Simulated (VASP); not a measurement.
Input of a VASP 6.6.1 run:

Contents of INCAR:

```
SYSTEM = Ru
PREC = Accurate
ENCUT = 600
EDIFF = 1E-7
ISMEAR = 0
SIGMA = 0.05
LREAL = .FALSE.
LASPH = .TRUE.
NELM = 80
ALGO = Fast
ISIF = 3
LWAVE = .FALSE.
LCHARG = .FALSE.
GGA = PE
IBRION = 2
NSW = 80
EDIFFG = -0.01
```

Contents of KPOINTS:

```
Automatic mesh
0
G
  18 18 10
  0 0 0
```

POSCAR

```
Ru
1.0
    2.7000000000      0.0000000000      0.0000000000
   -1.3500000000      2.3382685902      0.0000000000
    0.0000000000      0.0000000000      4.2768000000
Ru
2
Direct
    0.3333333333      0.6666666667      0.7500000000
    0.6666666667      0.3333333333      0.2500000000
```

Potentials or basis: VASP PAW PBE potentials, release 64 (Ru_pv).

Run with:

```bash
$ cat potpaw_PBE.64/Ru_pv/POTCAR > POTCAR
$ mpirun -np 1 vasp_std > vasp.out
```

(1) Estimate the space group after relaxing (to 0.1 Å).

(2) What does it give for the band gap on the k mesh?

(3) Predict the relaxed cell.

(4) Predict the relaxed volume.

Results:

(1) P6_3/mmc (No. 194).

(2) zero (bands 14 and 15 overlap by 3.07 eV).

(3) a = 2.719 Å, b = 2.719 Å, c = 4.297 Å, α = 90.00°, β = 90.00°, γ = 120.00°.

(4) 13.76 Å³/atom.
